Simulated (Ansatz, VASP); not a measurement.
KYSe2: VASP beside Ansatz

```xyz
4
Lattice="4.4045 0.0000 0.0000 0.0000 4.4045 0.0000 0.0000 0.0000 5.9834" Properties=species:S:1:pos:R:3 pbc="T T T"
K     0.0000    0.0000    0.0000
Se    0.0000    0.0000    2.9917
Se    2.2022    2.2022    0.0000
Y     2.2022    2.2022    2.9917
```

Alike in both runs: task single point; functional r2SCAN; k mesh 6 × 6 × 4; no spin polarisation.

|  | VASP | Ansatz |
| --- | --- | --- |
| version | VASP 6.6.1 | Ansatz 0.2.0 |
| potentials or method | VASP PAW PBE potentials, release 64 (K_sv, Se, Y_sv) | plane waves, PAW |
| plane-wave cutoff (eV) | 520 | 500 |
| occupations | gaussian, width 0.01 eV | fixed |
| valence electrons in the cell | 32 | 52 |

VASP gave:

- gap on the k mesh at the Fermi level (eV): 0.57
- pressure (GPa): -2.7

**Question.** Estimate Ansatz's values.

**Answer.** gap on the k mesh at the Fermi level (eV): 0.56; pressure (GPa): -2.8.

VASP's potentials were made for PBE, not for r2SCAN. VASP's potentials hold 32 valence electrons a cell and Ansatz's 52, so a difference there can come from the potentials and not from the codes.
